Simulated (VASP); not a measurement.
# Fe (P6_3/mmc) in VASP: notebook

Runs on Fe. Level: PBE. Tasks: single point.

All numbers are computed with VASP 6.6.1; they aren't measurements. Logs are shortened: lines on timing, memory, paths and dates and some standing lists are left out, and cuts for length are marked.

## 1. The cell of the first run

Symmetry: P6_3/mmc, No. 194, hexagonal system. Conventional cell: a = 1.971 Å, b = 1.971 Å, c = 3.152 Å, α = 90.00°, β = 90.00°, γ = 120.00°. Fe (site symmetry -6m2) has 12 Fe at 1.94 to 1.97 Å within 2.6 Å.

## 2. Single point, PBE, collinear spin, ferromagnetic start

The input, INCAR:

```
SYSTEM = Fe
ALGO = Normal ; EDIFF = 1E-6
ENCUT = 520 ; GGA = PE
ISIF = 2 ; ISMEAR = -1
ISPIN = 2 ; LASPH = .TRUE.
LCHARG = .TRUE. ; LELF = .TRUE.
LMAXMIX = 4 ; LORBIT = 11
LREAL = .FALSE. ; LVHAR = .TRUE.
LWAVE = .FALSE. ; MAGMOM = 2.5 2.5
NBANDS = 19 ; NELM = 150
PREC = Accurate ; SIGMA = 0.05
```

The input, KPOINTS:

```
k-points
0
G
  17 17 9
  0 0 0
```

The input, POSCAR:

```
Fe
1.0
    1.9712103483      0.0000000000      0.0000000000
   -0.9856051742      1.7071182378      0.0000000000
    0.0000000000      0.0000000000      3.1522837380
Fe
2
Direct
    0.3333333333      0.6666666667      0.2500000000
    0.6666666667      0.3333333333      0.7500000000
```

Potentials or basis: VASP PAW PBE potentials, release 64 (Fe).

Launch:

```
$ cat potpaw_PBE.64/Fe/POTCAR > POTCAR
$ mpirun -np 1 vasp_std > vasp.out
```

OUTCAR:

```text
SYSTEM = Fe
   EDIFF = 1E-6
   ENCUT = 520
   GGA = PE
   ISIF = 2
   ISMEAR = -1
   ISPIN = 2
   LASPH = .TRUE.
   LORBIT = 11
   LREAL = .FALSE.
   NELM = 150
   PREC = Accurate

 ion  position               nearest neighbor table
   1  0.333  0.667  0.250-   2 1.94   2 1.94   2 1.94   2 1.94   2 1.94   2 1.94   2 2.77   2 2.77
                             2 2.77   2 2.77   2 2.77   2 2.77
   2  0.667  0.333  0.750-   1 1.94   1 1.94   1 1.94   1 1.94   1 1.94   1 1.94   1 2.77   1 2.77
                             1 2.77   1 2.77   1 2.77   1 2.77

  LATTYP: Found a hexagonal cell.
 ALAT       =     1.9712103483
 C/A-ratio  =     1.5991615206

  Lattice vectors:

 A1 = (   1.9712103483,   0.0000000000,   0.0000000000)
 A2 = (  -0.9856051742,   1.7071182378,   0.0000000000)
 A3 = (   0.0000000000,   0.0000000000,   3.1522837380)

Analysis of symmetry for initial positions (statically):
=====================================================================
 Subroutine PRICEL returns:
 Original cell was already a primitive cell.

 Routine SETGRP: Setting up the symmetry group for a
 hexagonal supercell.

 Subroutine GETGRP returns: Found 24 space group operations
 (whereof 12 operations were pure point group operations)
 out of a pool of 24 trial point group operations.

The static configuration has the point symmetry D_3d.
 The point group associated with its full space group is D_6h.

Analysis of symmetry for dynamics (positions and initial velocities):
=====================================================================
 Subroutine PRICEL returns:
 Original cell was already a primitive cell.

 Routine SETGRP: Setting up the symmetry group for a
 hexagonal supercell.

 Subroutine GETGRP returns: Found 24 space group operations
 (whereof 12 operations were pure point group operations)
 out of a pool of 24 trial point group operations.

The dynamic configuration has the point symmetry D_3d.
 The point group associated with its full space group is D_6h.

Analysis of structural, dynamic, and magnetic symmetry:
=====================================================================
 Subroutine PRICEL returns:
 Original cell was already a primitive cell.

 Routine SETGRP: Setting up the symmetry group for a
 hexagonal supercell.

 Subroutine GETGRP returns: Found 24 space group operations
 (whereof 12 operations were pure point group operations)
 out of a pool of 24 trial point group operations.

The overall configuration has the point symmetry D_3d.
 The point group associated with its full space group is D_6h.

 Subroutine INISYM returns: Found 24 space group operations
 (whereof 12 operations are pure point group operations),
 and found     1 'primitive' translations

----------------------------------------------------------------------------------------

                                     Primitive cell

  volume of cell :      10.6077

  direct lattice vectors                    reciprocal lattice vectors
     1.971210348  0.000000000  0.000000000     0.507302532  0.292891253  0.000000000
    -0.985605174  1.707118238  0.000000000     0.000000000  0.585782506  0.000000000
     0.000000000  0.000000000  3.152283738     0.000000000  0.000000000  0.317230327

  length of vectors
     1.971210348  1.971210348  3.152283738     0.585782506  0.585782506  0.317230327

  position of ions in fractional coordinates (direct lattice)
     0.333333333  0.666666667  0.250000000
     0.666666667  0.333333333  0.750000000

  ion indices of the primitive-cell ions
   primitive index   ion index
                 1           1
                 2           2

----------------------------------------------------------------------------------------

 KPOINTS: k-points

Automatic generation of k-mesh.
 Grid dimensions read from file:
 generate k-points for:   17   17    9

 Generating k-lattice:

  Cartesian coordinates                     Fractional coordinates (reciprocal lattice)
     0.029841325  0.017228897  0.000000000     0.058823529  0.000000000  0.000000000
     0.000000000  0.034457794  0.000000000     0.000000000  0.058823529  0.000000000
     0.000000000  0.000000000  0.035247814     0.000000000  0.000000000  0.111111111

  Length of vectors
     0.034457794  0.034457794  0.035247814

  Shift w.r.t. Gamma in fractional coordinates (k-lattice)
     0.000000000  0.000000000  0.000000000

 Subroutine IBZKPT returns following result:
 ===========================================

 Found    165 irreducible k-points:

 Following reciprocal coordinates:
            Coordinates               Weight
  0.000000  0.000000  0.000000      1.000000
  0.058824  0.000000  0.000000      6.000000
  0.117647  0.000000  0.000000      6.000000
  0.176471  0.000000  0.000000      6.000000
  0.235294  0.000000  0.000000      6.000000
  0.294118  0.000000  0.000000      6.000000
[... 16 lines left out ...]
  0.411765  0.117647  0.000000     12.000000
  0.176471  0.176471  0.000000      6.000000
 [... further k-points ...]
   k-points           NKPTS =    165   k-points in BZ     NKDIM =    165   number of bands    NBANDS=     19
   number of dos      NEDOS =    301   number of ions     NIONS =      2
   total plane-waves  NPLWV =   6144
   dimension x,y,z NGX =    16 NGY =   16 NGZ =   24
   dimension x,y,z NGXF=    32 NGYF=   32 NGZF=   48
   ions per type =               2
   NGX,Y,Z   is equivalent  to a cutoff of  13.49, 13.49, 12.66 a.u.
   NGXF,Y,Z  is equivalent  to a cutoff of  26.99, 26.99, 25.31 a.u.
 SYSTEM =  Fe
   PREC   = accura    normal or accurate (medium, high low for compatibility)
   ISTART =      0    job   : 0-new  1-cont  2-samecut
   ICHARG =      2    charge: 1-file 2-atom 10-const
   ISPIN  =      2    spin polarized calculation?
   LNONCOLLINEAR =      F non collinear calculations
   LSORBIT =      F    spin-orbit coupling
   LASPH  =      T    aspherical Exc in radial PAW
   ENCUT  =  520.0 eV  38.22 Ry    6.18 a.u.   3.67  3.67  5.86*2*pi/ulx,y,z
   NELM   =    150;   NELMIN=  2; NELMDL= -5     # of ELM steps
   EDIFF  = 0.1E-05   stopping-criterion for ELM
   LREAL  =      F    real-space projection
   EDIFFG = 0.1E-04   stopping-criterion for IOM
   NSW    =      0    number of steps for IOM
   IBRION =     -1    ionic relax: 0-MD 1-quasi-New 2-CG
   NFREE  =      0    steps in history (QN), initial steepest desc. (CG)
   ISIF   =      2    stress and relaxation
   ISYM   =      2    0-nonsym 1-usesym 2-fastsym
   POTIM  = 0.5000    time-step for ionic-motion
   TEBEG  =    0.0;   TEEND  =   0.0 temperature during run
   PSTRESS=    0.0 pullay stress
   NELECT =      16.0000    total number of electrons
   NUPDOWN=      -1.0000    fix difference up-down
   EMIN   =  10.00;   EMAX   =-10.00  energy-range for DOS
   EFERMI =   0.00;   METHOD = LEGACY
   ISMEAR =    -1;   SIGMA  =   0.05  broadening in eV -4-tet -1-fermi 0-gaus
   EFERMI_NEDOS =   21; number of points for ismear=-14 and -15
   IALGO  =     38    algorithm
   IMIX   =      4    mixing-type and parameters
     AMIX     =   0.40;   BMIX     =  1.00
     AMIX_MAG =   1.60;   BMIX_MAG =  1.00
  volume/ion in A,a.u.               =       5.30        35.79
  Fermi-wavevector in a.u.,A,eV,Ry     =   1.877475  3.547914 47.959353  3.524913
  Thomas-Fermi vector in A             =   2.921736
   LORBIT       =     11    0 simple, 1 ext, 2 COOP (PROOUT), +10 PAW based schemes
   GGA     = PE    functional components
   LHFCALC =     F    Hartree Fock is set to
   AEXX    =    0.0000 exact exchange contribution
   IVDW    =     0    specifies the selected vdW correction
   LEPSILON=     F    determine dielectric tensor
   LRPA    =     F    only Hartree local field effects (RPA)
 spin polarized calculation
  energy-cutoff  :      520.00
  volume of cell :       10.61
 maximum number of plane-waves:       300
 NGX is ok and might be reduce to    16

 number of electron      16.0000005 magnetization       0.0001044

 number of electron      16.0000005 magnetization      -0.0000035

 Free energy of the ion-electron system (eV)
  ---------------------------------------------------
  ext. energy  EPLUGINS =         0.00000000
  ---------------------------------------------------
  free energy    TOTEN  =        -2.62137246 eV

  energy without entropy =       -2.61111412  energy(sigma->0) =       -2.61624329

 E-fermi :  17.4459     XC(G=0): -18.0125

 val. band max:       17.4288110684   @ k =   0.2941   0.1176   0.0000
 cond. band min:      17.4816485602   @ k =   0.2941   0.1765   0.1111
 fundamental gap:      0.0528374919
 Fermi energy:        17.4459110105

 spin component 1

 k-point     1 :       0.0000    0.0000    0.0000
  band No.  band energies     occupation
      1       5.3387      1.00000
      2       6.7471      1.00000
      3      12.9257      1.00000
      4      12.9257      1.00000
      5      13.1649      1.00000
      6      14.1853      1.00000
[... 11 lines left out ...]
     18      58.5480      0.00000
     19      59.1198      0.00000
[... 485 lines left out ...]
 k-point    24 :       0.1765    0.1765    0.0000
  band No.  band energies     occupation
      1       9.1148      1.00000
      2       9.3978      1.00000
      3       9.4486      1.00000
      4       9.7720      1.00000
      5      12.4511      1.00000
      6      13.5657      1.00000
[... 11 lines left out ...]
     18      53.1979      0.00000
     19      54.0793      0.00000

 [... further k-points ...]

 spin component 2

 k-point     1 :       0.0000    0.0000    0.0000
  band No.  band energies     occupation
      1       5.3387      1.00000
      2       6.7471      1.00000
      3      12.9257      1.00000
      4      12.9257      1.00000
      5      13.1650      1.00000
      6      14.1854      1.00000
[... 11 lines left out ...]
     18      58.5488      0.00000
     19      59.1198      0.00000
[... 485 lines left out ...]
 k-point    24 :       0.1765    0.1765    0.0000
  band No.  band energies     occupation
      1       9.1148      1.00000
      2       9.3978      1.00000
      3       9.4486      1.00000
      4       9.7720      1.00000
      5      12.4511      1.00000
      6      13.5658      1.00000
[... 11 lines left out ...]
     18      53.1979      0.00000
     19      54.0793      0.00000

 [... further k-points ...]
[... 5 lines left out ...]
  --------------------------------------------------------------------------------------
  -------------------------------------------------------------------------------------
  Total       53.2024361     53.2024361     52.8082457     -0.0000000     -0.0000000      0.0000000
  in kB     8035.6354663   8035.6354661   7976.0973988     -0.0000002     -0.0000000      0.0000000
  external PRESSURE =    8015.7894437 kB  Pullay stress =       0.0000000 kB

 VOLUME and BASIS-vectors are now :
 -----------------------------------------------------------------------------
  energy-cutoff  :      520.00
  volume of cell :       10.61
      direct lattice vectors                 reciprocal lattice vectors
     1.971210348  0.000000000  0.000000000     0.507302532  0.292891253  0.000000000
    -0.985605174  1.707118238  0.000000000     0.000000000  0.585782506  0.000000000
     0.000000000  0.000000000  3.152283738     0.000000000  0.000000000  0.317230327

 POSITION                                       TOTAL-FORCE (eV/Angst)
 -----------------------------------------------------------------------------------
     -0.00000      1.13808      0.78807         0.000000      0.000000      0.000000
      0.98561      0.56904      2.36421        -0.000000      0.000000      0.000000
 -----------------------------------------------------------------------------------
    total drift:                                0.000000     -0.000000     -0.000000

  FREE ENERGIE OF THE ION-ELECTRON SYSTEM (eV)
  ---------------------------------------------------
  free  energy   TOTEN  =        -2.6213724577 eV

  energy  without entropy=       -2.6111141215  energy(sigma->0) =       -2.61624329

 total charge

# of ion       s       p       d       tot
------------------------------------------
    1        0.992   1.552   7.805  10.350
    2        0.992   1.552   7.805  10.350
--------------------------------------------------
tot          1.985   3.105  15.611  20.700

 magnetization (x)

# of ion       s       p       d       tot
------------------------------------------
    1       -0.000  -0.000   0.000   0.000
    2       -0.000  -0.000   0.000   0.000
--------------------------------------------------
tot         -0.000  -0.000   0.000   0.000
```

Wall time 62 s (1 thread of AMD EPYC 7R43 (Zen 3), shared host); peak memory 0.13 GiB.

The run converged, but its numbers aren't listed here, since they failed a check.

Caveat: the starting moments collapsed, and a magnetic state may lie lower.

## 3. Single point, PBE, collinear spin, ferromagnetic start

The input, INCAR:

```
  PREC = Accurate
  ENCUT = 520
  EDIFF = 1E-7
  ISMEAR = -1
  SIGMA = 0.05
  LREAL = False
  LASPH = True
  NELM = 150
  ALGO = Normal
  ISIF = 2
  LWAVE = False
  LCHARG = False
  ISPIN = 2
  MAGMOM = 2.5 2.5
  LORBIT = 11
  LMAXMIX = 4
  GGA = PE
  NBANDS = 19
```

The input, KPOINTS:

```
Automatic mesh
0
Gamma
  17 17 9
```

POSCAR is that of step 2.

Potentials or basis: VASP PAW PBE potentials, release 64 (Fe).

Launch:

```
$ cat potpaw_PBE.64/Fe/POTCAR > POTCAR
$ mpirun -np 1 vasp_std > vasp.out
```

OUTCAR:

```text
PREC = Accurate
   ENCUT = 520
   EDIFF = 1E-7
   ISMEAR = -1
   LREAL = False
   LASPH = True
   NELM = 150
   ISIF = 2
   ISPIN = 2
   LORBIT = 11
   GGA = PE

 ion  position               nearest neighbor table
   1  0.333  0.667  0.250-   2 1.94   2 1.94   2 1.94   2 1.94   2 1.94   2 1.94   2 2.77   2 2.77
                             2 2.77   2 2.77   2 2.77   2 2.77
   2  0.667  0.333  0.750-   1 1.94   1 1.94   1 1.94   1 1.94   1 1.94   1 1.94   1 2.77   1 2.77
                             1 2.77   1 2.77   1 2.77   1 2.77

  LATTYP: Found a hexagonal cell.
 ALAT       =     1.9712103483
 C/A-ratio  =     1.5991615206
[... 1280 lines left out ...]

 VOLUME and BASIS-vectors are now :
 -----------------------------------------------------------------------------
  energy-cutoff  :      520.00
  volume of cell :       10.61
      direct lattice vectors                 reciprocal lattice vectors
     1.971210348  0.000000000  0.000000000     0.507302532  0.292891253  0.000000000
    -0.985605174  1.707118238  0.000000000     0.000000000  0.585782506  0.000000000
     0.000000000  0.000000000  3.152283738     0.000000000  0.000000000  0.317230327

 POSITION                                       TOTAL-FORCE (eV/Angst)
 -----------------------------------------------------------------------------------
     -0.00000      1.13808      0.78807         0.000000      0.000000      0.000000
      0.98561      0.56904      2.36421        -0.000000     -0.000000      0.000000
 -----------------------------------------------------------------------------------
    total drift:                                0.000000     -0.000000     -0.000000

  FREE ENERGIE OF THE ION-ELECTRON SYSTEM (eV)
  ---------------------------------------------------
  free  energy   TOTEN  =        -2.6213724387 eV

  energy  without entropy=       -2.6111140955  energy(sigma->0) =       -2.61624327

 total charge

# of ion       s       p       d       tot
------------------------------------------
    1        0.992   1.552   7.805  10.350
    2        0.992   1.552   7.805  10.350
--------------------------------------------------
tot          1.985   3.105  15.611  20.700

 magnetization (x)

# of ion       s       p       d       tot
------------------------------------------
    1       -0.000  -0.000   0.000   0.000
    2       -0.000  -0.000   0.000   0.000
--------------------------------------------------
tot         -0.000  -0.000   0.000   0.000
```

stdout:

```text
POSCAR found type information on POSCAR Fe
 POSCAR found :  1 types and       2 ions
 scaLAPACK will be used
 LDA part: xc-table for (Slater+PW92), standard interpolation
 POSCAR, INCAR and KPOINTS ok, starting setup
 FFT: planning ... GRIDC
 FFT: planning ... GRID_SOFT
 FFT: planning ... GRID
 WAVECAR not read
 entering main loop
```

Run time: 69 s. Hardware: 1 thread of AMD EPYC 7R43 (Zen 3), shared host; peak memory 0.12 GiB.

The run converged, but its numbers aren't listed here, since they failed a check.

Caveat: the starting moments collapsed, and a magnetic state may lie lower.

## 4. Single point, PBE, collinear spin, ferromagnetic start

This run uses another cell than the first one, of 6.12 Å³/atom, 1.154 times its volume.

The input, INCAR:

```
PREC     = Accurate       # precision mode
ENCUT    = 520            # plane-wave cutoff, eV
EDIFF    = 1E-7           # SCF threshold, eV
ISMEAR   = -1             # smearing method
SIGMA    = 0.05           # smearing width, eV
LREAL    = False          # projectors in reciprocal space
LASPH    = True           # aspherical terms in the spheres
NELM     = 150            # most SCF steps
ALGO     = Normal         # electronic algorithm
ISIF     = 2              # what is computed and relaxed
LWAVE    = False          # write WAVECAR
LCHARG   = False          # write CHGCAR
ISPIN    = 2              # spin polarisation
MAGMOM   = 2.5 2.5        # initial moments
LORBIT   = 11             # projections on sites
LMAXMIX  = 4              # l up to which the mixer works
GGA      = PE             # functional
NBANDS   = 19             # bands
```

KPOINTS is that of step 3.

The input, POSCAR:

```
Fe
1.0
    2.0696880635      0.0000000000      0.0000000000
   -1.0348440318      1.7924024409      0.0000000000
    0.0000000000      0.0000000000      3.2993573739
Fe
2
Direct
    0.3333333333      0.6666666667      0.2500000000
    0.6666666667      0.3333333333      0.7500000000
```

Launch:

```
$ cat potpaw_PBE.64/Fe/POTCAR > POTCAR
$ mpirun -np 1 vasp_std > vasp.out
```

Run time: 77 s. Hardware: 1 thread of AMD EPYC 7R43 (Zen 3), shared host; peak memory 0.13 GiB.

The run converged. Its results:

- Free energy: -8.9098 eV
- Pressure: 463.8 GPa
- Band gap on the k mesh: zero (filled and empty bands overlap)
- Net moment: 0.00 μB per cell

Stress tensor (GPa, compression positive):
```
464.58   0.00   0.00
  0.00 464.58   0.00
  0.00   0.00 462.30
```

Levels at points of the mesh, in eV from the Fermi level:
Spin up:
```
           k point  band 4  band 5  band 6  band 7  band 8  band 9  band 10  band 11  band 12  band 13
(0.00, 0.00, 0.00)   -3.60   -3.38   -2.58   -2.58   -1.74   -1.74     1.41     1.41     1.48    15.66
```
Spin down:
```tsv
k point	band 6	band 7	band 8	band 9	band 10	band 11
(0.00, 0.00, 0.00)	-2.58	-2.58	-1.74	-1.74	1.41	1.41
```

Caveat: the starting moments collapsed, and a magnetic state may lie lower.

(Part 1 of 2 ends here.)
